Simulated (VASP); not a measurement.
Wanted: the native input for a VASP 6.6.1 run.

- Task: single point
- Functional: PBE
- Potentials or basis: VASP PAW PBE potentials, release 64 (Pr, B, Br)
- Cutoff: 520 eV
- k mesh: 6 × 6 × 6
- Occupations: gaussian, width 0.1 eV
- Spin: no spin polarisation
- Dipole correction: no
- Further INCAR settings: ALGO = Normal; EDIFF = 1e-06; NBANDS = 34

The structure of Pr2BBr3 lies in POSCAR:

```
Pr2BBr3
1.0
   -2.3862331200      2.3862331200      6.0494290500
    2.3862331200     -2.3862331200      6.0494290500
    2.3862331200      2.3862331200     -6.0494290500
Pr B Br
2 1 3
Direct
    0.6907110200      0.6907110200      0.0000000000
    0.3092889800      0.3092889800      0.0000000000
    0.0000000000      0.0000000000      0.0000000000
    0.7500000000      0.2500000000      0.5000000000
    0.5000000000      0.5000000000      0.0000000000
    0.2500000000      0.7500000000      0.5000000000
```

The cell was built from a structure type or drawn by symmetry, and may not be a known phase.

The input as run:

INCAR

```
SYSTEM = Pr2BBr3
  PREC = Accurate
  ENCUT = 520
  EDIFF = 1E-6
  ISMEAR = 0
  SIGMA = 0.1
  LREAL = .FALSE.
  LASPH = .TRUE.
  NELM = 100
  ALGO = Normal
  ISIF = 2
  LWAVE = .FALSE.
  LCHARG = .FALSE.
  GGA = PE
  NBANDS = 34
```

KPOINTS

```
regular mesh
0
G
  6 6 6
  0 0 0
```

Potentials or basis: VASP PAW PBE potentials, release 64 (Pr, B, Br).

Run with:

```sh
$ cat potpaw_PBE.64/Pr/POTCAR potpaw_PBE.64/B/POTCAR potpaw_PBE.64/Br/POTCAR > POTCAR
$ mpirun -np 1 vasp_std > vasp.out
```

Results of the run:

```yaml
Pressure: 40.4 GPa
Largest_force: 3.631 eV/Å
Band_gap_on_the_k_mesh: zero (bands 25 and 26 overlap by 0.16 eV)
```

Caveat: the cell stands under pressure; spin-orbit coupling is left out, which moves the levels of the heavy elements; the run has no spin polarisation, though such a crystal can be magnetic; semilocal functionals describe open f shells poorly, which spoils levels, moments and volumes; forces of over 1 eV/Å act on the atoms, so gaps and moduli don't describe the material at rest.

Wall time 5.7 min on 1 thread of Intel(R) Xeon(R) 6975P-C (Granite Rapids), on a shared host, peak memory 0.46 GiB.
